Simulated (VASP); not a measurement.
# InSb3 (Pm-3m) in VASP: notebook

Aim: see how the results for InSb3 move with the level of theory and the settings. Levels: LDA, r2SCAN. Tasks: single point.

All numbers are computed with VASP 6.6.1; they aren't measurements. Logs are shortened: lines on timing, memory, paths and dates and some standing lists are left out, and cuts for length are marked.

### Step 1. The cell of the first run

The structure is cubic, space group Pm-3m (No. 221). Conventional cell: a = 4.901 Å, b = 4.901 Å, c = 4.901 Å, α = 90.00°, β = 90.00°, γ = 90.00°. Within 4.6 Å of Sb (site symmetry 4/mmm) lie 8 Sb at 3.47 Å and 4 In at 3.47 Å. In (site symmetry m-3m) has 12 Sb at 3.47 Å within 4.6 Å.

### Step 2. Single point, LDA (volume scaled by 1.06)

Contents of INCAR:

```
PREC     = Accurate       # precision mode
ENCUT    = 520            # plane-wave cutoff, eV
EDIFF    = 1E-6           # SCF threshold, eV
ISMEAR   = -1             # smearing method
SIGMA    = 0.05           # smearing width, eV
LREAL    = F              # projectors in reciprocal space
LASPH    = T              # aspherical terms in the spheres
NELM     = 60             # most SCF steps
ALGO     = Normal         # electronic algorithm
ISIF     = 2              # what is computed and relaxed
LWAVE    = F              # write WAVECAR
LCHARG   = T              # write CHGCAR
LELF     = T              # ELF
LVHAR    = T            
NBANDS   = 22             # bands
```

Contents of KPOINTS:

```
Automatic mesh
0
Gamma
  6 6 6
```

Contents of POSCAR:

```
InSb3
1.0
    4.9006334225      0.0000000000      0.0000000000
    0.0000000000      4.9006334225      0.0000000000
    0.0000000000      0.0000000000      4.9006334225
Sb In
3 1
Direct
    0.5000000000      0.5000000000      0.0000000000
    0.0000000000      0.5000000000      0.5000000000
    0.5000000000      0.0000000000      0.5000000000
    0.0000000000      0.0000000000      0.0000000000
```

Potentials or basis: VASP PAW LDA potentials, release 64 (Sb, In_d).

Run with:

```
> cat potpaw_LDA.64/Sb/POTCAR potpaw_LDA.64/In_d/POTCAR > POTCAR
> mpirun -np 1 vasp_std > vasp.out
```

OUTCAR:

```text
PREC = Accurate
   ENCUT = 520
   EDIFF = 1E-6
   ISMEAR = -1
   LREAL = F
   LASPH = T
   NELM = 60
   ISIF = 2

 ion  position               nearest neighbor table
   1  0.500  0.500  0.000-   2 3.47   3 3.47   4 3.47   2 3.47   3 3.47   3 3.47   4 3.47   3 3.47
                             2 3.47   4 3.47   2 3.47   4 3.47
   2  0.000  0.500  0.500-   1 3.47   3 3.47   4 3.47   1 3.47   4 3.47   3 3.47   4 3.47   4 3.47
                             1 3.47   3 3.47   1 3.47   3 3.47
   3  0.500  0.000  0.500-   1 3.47   2 3.47   4 3.47   1 3.47   4 3.47   1 3.47   2 3.47   1 3.47
                             2 3.47   4 3.47   4 3.47   2 3.47
   4  0.000  0.000  0.000-   1 3.47   2 3.47   3 3.47   2 3.47   3 3.47   1 3.47   2 3.47   2 3.47
                             1 3.47   3 3.47   3 3.47   1 3.47

  LATTYP: Found a simple cubic cell.
 ALAT       =     4.9006334225

  Lattice vectors:

 A1 = (   4.9006334225,   0.0000000000,   0.0000000000)
 A2 = (   0.0000000000,   4.9006334225,   0.0000000000)
 A3 = (   0.0000000000,   0.0000000000,   4.9006334225)

Analysis of symmetry for initial positions (statically):
=====================================================================
 Subroutine PRICEL returns:
 Original cell was already a primitive cell.

 Routine SETGRP: Setting up the symmetry group for a
 simple cubic supercell.

 Subroutine GETGRP returns: Found 48 space group operations
 (whereof 48 operations were pure point group operations)
 out of a pool of 48 trial point group operations.

The static configuration has the point symmetry O_h .

Analysis of symmetry for dynamics (positions and initial velocities):
=====================================================================
 Subroutine PRICEL returns:
 Original cell was already a primitive cell.

 Routine SETGRP: Setting up the symmetry group for a
 simple cubic supercell.

 Subroutine GETGRP returns: Found 48 space group operations
 (whereof 48 operations were pure point group operations)
 out of a pool of 48 trial point group operations.

The dynamic configuration has the point symmetry O_h .

 Subroutine INISYM returns: Found 48 space group operations
 (whereof 48 operations are pure point group operations),
 and found     1 'primitive' translations

----------------------------------------------------------------------------------------

                                     Primitive cell

  volume of cell :     117.6946

  direct lattice vectors                    reciprocal lattice vectors
     4.900633423  0.000000000  0.000000000     0.204055254  0.000000000  0.000000000
     0.000000000  4.900633423  0.000000000     0.000000000  0.204055254  0.000000000
     0.000000000  0.000000000  4.900633423     0.000000000  0.000000000  0.204055254

  length of vectors
     4.900633423  4.900633423  4.900633423     0.204055254  0.204055254  0.204055254

  position of ions in fractional coordinates (direct lattice)
     0.500000000  0.500000000  0.000000000
     0.000000000  0.500000000  0.500000000
     0.500000000  0.000000000  0.500000000
     0.000000000  0.000000000  0.000000000

  ion indices of the primitive-cell ions
   primitive index   ion index
                 1           1
                 2           2
                 3           3
                 4           4

----------------------------------------------------------------------------------------

 KPOINTS: Automatic mesh

Automatic generation of k-mesh.
 Grid dimensions read from file:
 generate k-points for:    6    6    6

 Generating k-lattice:

  Cartesian coordinates                     Fractional coordinates (reciprocal lattice)
     0.034009209  0.000000000  0.000000000     0.166666667  0.000000000  0.000000000
     0.000000000  0.034009209  0.000000000     0.000000000  0.166666667  0.000000000
     0.000000000  0.000000000  0.034009209     0.000000000  0.000000000  0.166666667

  Length of vectors
     0.034009209  0.034009209  0.034009209

  Shift w.r.t. Gamma in fractional coordinates (k-lattice)
     0.000000000  0.000000000  0.000000000

 Subroutine IBZKPT returns following result:
 ===========================================

 Found     20 irreducible k-points:

 Following reciprocal coordinates:
            Coordinates               Weight
  0.000000  0.000000  0.000000      1.000000
  0.166667  0.000000  0.000000      6.000000
  0.333333  0.000000  0.000000      6.000000
  0.500000  0.000000  0.000000      3.000000
  0.166667  0.166667  0.000000     12.000000
  0.333333  0.166667  0.000000     24.000000
[... 12 lines left out ...]
  0.500000  0.500000  0.333333      6.000000
  0.500000  0.500000  0.500000      1.000000
   k-points           NKPTS =     20   k-points in BZ     NKDIM =     20   number of bands    NBANDS=     22
   number of dos      NEDOS =    301   number of ions     NIONS =      4
   total plane-waves  NPLWV =  46656
   dimension x,y,z NGX =    36 NGY =   36 NGZ =   36
   dimension x,y,z NGXF=    72 NGYF=   72 NGZF=   72
   ions per type =               3   1
   NGX,Y,Z   is equivalent  to a cutoff of  12.21, 12.21, 12.21 a.u.
   NGXF,Y,Z  is equivalent  to a cutoff of  24.42, 24.42, 24.42 a.u.
 SYSTEM =  unknown system
   PREC   = accura    normal or accurate (medium, high low for compatibility)
   ISTART =      0    job   : 0-new  1-cont  2-samecut
   ICHARG =      2    charge: 1-file 2-atom 10-const
   ISPIN  =      1    spin polarized calculation?
   LNONCOLLINEAR =      F non collinear calculations
   LSORBIT =      F    spin-orbit coupling
   LASPH  =      T    aspherical Exc in radial PAW
   ENCUT  =  520.0 eV  38.22 Ry    6.18 a.u.   9.11  9.11  9.11*2*pi/ulx,y,z
   NELM   =     60;   NELMIN=  2; NELMDL= -5     # of ELM steps
   EDIFF  = 0.1E-05   stopping-criterion for ELM
   LREAL  =      F    real-space projection
   EDIFFG = 0.1E-04   stopping-criterion for IOM
   NSW    =      0    number of steps for IOM
   IBRION =     -1    ionic relax: 0-MD 1-quasi-New 2-CG
   NFREE  =      0    steps in history (QN), initial steepest desc. (CG)
   ISIF   =      2    stress and relaxation
   ISYM   =      2    0-nonsym 1-usesym 2-fastsym
   POTIM  = 0.5000    time-step for ionic-motion
   TEBEG  =    0.0;   TEEND  =   0.0 temperature during run
   PSTRESS=    0.0 pullay stress
   NELECT =      28.0000    total number of electrons
   NUPDOWN=      -1.0000    fix difference up-down
   EMIN   =  10.00;   EMAX   =-10.00  energy-range for DOS
   EFERMI =   0.00;   METHOD = LEGACY
   ISMEAR =    -1;   SIGMA  =   0.05  broadening in eV -4-tet -1-fermi 0-gaus
   EFERMI_NEDOS =   21; number of points for ismear=-14 and -15
   IALGO  =     38    algorithm
   IMIX   =      4    mixing-type and parameters
     AMIX     =   0.40;   BMIX     =  1.00
     AMIX_MAG =   1.60;   BMIX_MAG =  1.00
  volume/ion in A,a.u.               =      29.42       198.56
  Fermi-wavevector in a.u.,A,eV,Ry     =   1.014399  1.916935 14.000455  1.029004
  Thomas-Fermi vector in A             =   2.147624
   LORBIT       =      0    0 simple, 1 ext, 2 COOP (PROOUT), +10 PAW based schemes
   GGA     = CA    functional components
   LHFCALC =     F    Hartree Fock is set to
   AEXX    =    0.0000 exact exchange contribution
   IVDW    =     0    specifies the selected vdW correction
   LEPSILON=     F    determine dielectric tensor
   LRPA    =     F    only Hartree local field effects (RPA)
 non-spin polarized calculation
  energy-cutoff  :      520.00
  volume of cell :      117.69
 maximum number of plane-waves:      3191
   NGX = 19   NGY = 19   NGZ = 19

 number of electron      27.9999985 magnetization

 Free energy of the ion-electron system (eV)
  ---------------------------------------------------
  ext. energy  EPLUGINS =         0.00000000
  ---------------------------------------------------
  free energy    TOTEN  =       -16.70169566 eV

  energy without entropy =      -16.67745081  energy(sigma->0) =      -16.68957323

 E-fermi :   6.9769     XC(G=0):  -9.9880

 val. band max:        6.9688026081   @ k =   0.1667   0.0000   0.0000
 cond. band min:       6.9842153321   @ k =   0.5000   0.3333   0.0000
 fundamental gap:      0.0154127241
 Fermi energy:         6.9769269428

 k-point     1 :       0.0000    0.0000    0.0000
  band No.  band energies     occupation
      1      -7.4200      2.00000
      2      -7.4200      2.00000
      3      -7.4082      2.00000
      4      -7.4082      2.00000
      5      -7.4082      2.00000
      6      -4.8235      2.00000
[... 14 lines left out ...]
     21      11.7811      0.00000
     22      12.1648      0.00000

 k-point     2 :       0.1667    0.0000    0.0000
  band No.  band energies     occupation
      1      -7.4189      2.00000
      2      -7.4168      2.00000
      3      -7.4104      2.00000
      4      -7.4104      2.00000
      5      -7.4082      2.00000
      6      -4.6666      2.00000
[... 14 lines left out ...]
     21      12.2966      0.00000
     22      12.4470      0.00000

 k-point     3 :       0.3333    0.0000    0.0000
  band No.  band energies     occupation
      1      -7.4167      2.00000
      2      -7.4147      2.00000
      3      -7.4147      2.00000
      4      -7.4105      2.00000
      5      -7.4080      2.00000
      6      -4.2155      2.00000
[... 14 lines left out ...]
     21      11.3785      0.00000
     22      12.6716      0.00000
[... 376 lines left out ...]
 k-point    19 :       0.5000    0.5000    0.3333
  band No.  band energies     occupation
      1      -7.4340      2.00000
      2      -7.4290      2.00000
      3      -7.4290      2.00000
      4      -7.3980      2.00000
      5      -7.3947      2.00000
      6      -2.1114      2.00000
[... 14 lines left out ...]
     21      12.4946      0.00000
     22      14.9146      0.00000

 k-point    20 :       0.5000    0.5000    0.5000
  band No.  band energies     occupation
      1      -7.4333      2.00000
      2      -7.4333      2.00000
      3      -7.4333      2.00000
      4      -7.3944      2.00000
      5      -7.3944      2.00000
      6      -1.9771      2.00000
[... 14 lines left out ...]
     21      12.9381      0.00000
     22      14.9154      0.00000

------------------------ aborting loop because EDIFF is reached ----------------------------------------

  FORCE on cell =-STRESS in cart. coord.  units (eV):
  Direction    XX          YY          ZZ          XY          YZ          ZX
  --------------------------------------------------------------------------------------
  -------------------------------------------------------------------------------------
  Total       -4.3643560     -4.3643560     -4.3643560     -0.0000000     -0.0000000     -0.0000000
  in kB      -59.4119904    -59.4119904    -59.4119904     -0.0000000     -0.0000000     -0.0000000
  external PRESSURE =     -59.4119904 kB  Pullay stress =       0.0000000 kB

 VOLUME and BASIS-vectors are now :
 -----------------------------------------------------------------------------
  energy-cutoff  :      520.00
  volume of cell :      117.69
      direct lattice vectors                 reciprocal lattice vectors
     4.900633423  0.000000000  0.000000000     0.204055254  0.000000000  0.000000000
     0.000000000  4.900633423  0.000000000     0.000000000  0.204055254  0.000000000
     0.000000000  0.000000000  4.900633423     0.000000000  0.000000000  0.204055254

 POSITION                                       TOTAL-FORCE (eV/Angst)
 -----------------------------------------------------------------------------------
      2.45032      2.45032      0.00000         0.000000      0.000000      0.000000
      0.00000      2.45032      2.45032         0.000000      0.000000      0.000000
      2.45032      0.00000      2.45032         0.000000      0.000000      0.000000
      0.00000      0.00000      0.00000         0.000000      0.000000      0.000000
 -----------------------------------------------------------------------------------
    total drift:                               -0.000000     -0.000000     -0.000000

  FREE ENERGIE OF THE ION-ELECTRON SYSTEM (eV)
  ---------------------------------------------------
  free  energy   TOTEN  =       -16.7016956575 eV

  energy  without entropy=      -16.6774508112  energy(sigma->0) =      -16.68957323
```

It took 27 s on 1 thread of Intel Xeon 6455B, shared host; peak memory 0.2 GiB.

Results:

```yaml
Free_energy: -16.7017 eV
Pressure: -5.9 GPa
Band_gap_on_the_k_mesh: zero (band 14 reaches 10.13 eV, above the bottom of band 15 at 5.95 eV)
```

Caveat: spin-orbit coupling is left out, which moves the levels of the heavy elements.

(Continued in part 2 of 2.)
